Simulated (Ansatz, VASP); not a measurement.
# MoS2: VASP beside Ansatz

```
Mo S
1.0
     1.56673    0.90455    5.95890
    -1.56673    0.90455    5.95890
     0.00000   -1.80910    5.95890
Mo S
1 2
Direct
  0.02016 0.02016 0.93742
  0.75633 0.75633 0.75633
  0.24367 0.24367 0.24367
```

Change from the starting cell: all Mo atoms moved -0.200 Å, as atom 1 towards its neighbour atom 2 (S) at 2.417 Å.

Alike in both runs: task single point; functional PBE; dispersion D3(BJ); k mesh 18 × 18 × 18; occupations gaussian, width 0.15 eV; no spin polarisation.

```csv
,VASP,Ansatz
version,VASP 6.6.1,Ansatz 0.2.0
potentials or method,"VASP PAW PBE potentials, release 64 (Mo_sv, S), cutoff 520 eV","scalar-relativistic, plane waves, PAW"
valence electrons in the cell,26,26
```

Ansatz gave:

| Quantity | Value |
| --- | --- |
| gap on the k mesh at the Fermi level (eV) | none |
| pressure (GPa) | 2.8 |
| traceless stress, the component that is largest in VASP (GPa) | -4.80 |
| rms of the force components (eV/Å) | 1.467 |

Question: Estimate VASP's values.

Answer: gap on the k mesh at the Fermi level (eV): none; pressure (GPa): 2.7; traceless stress, the component that is largest in VASP (GPa): -4.76; rms of the force components (eV/Å): 1.463.

Atom by atom the forces differ by 0.008 eV/Å (rms over components). A gap of «none» marks a metal or a gap that the smearing closes.
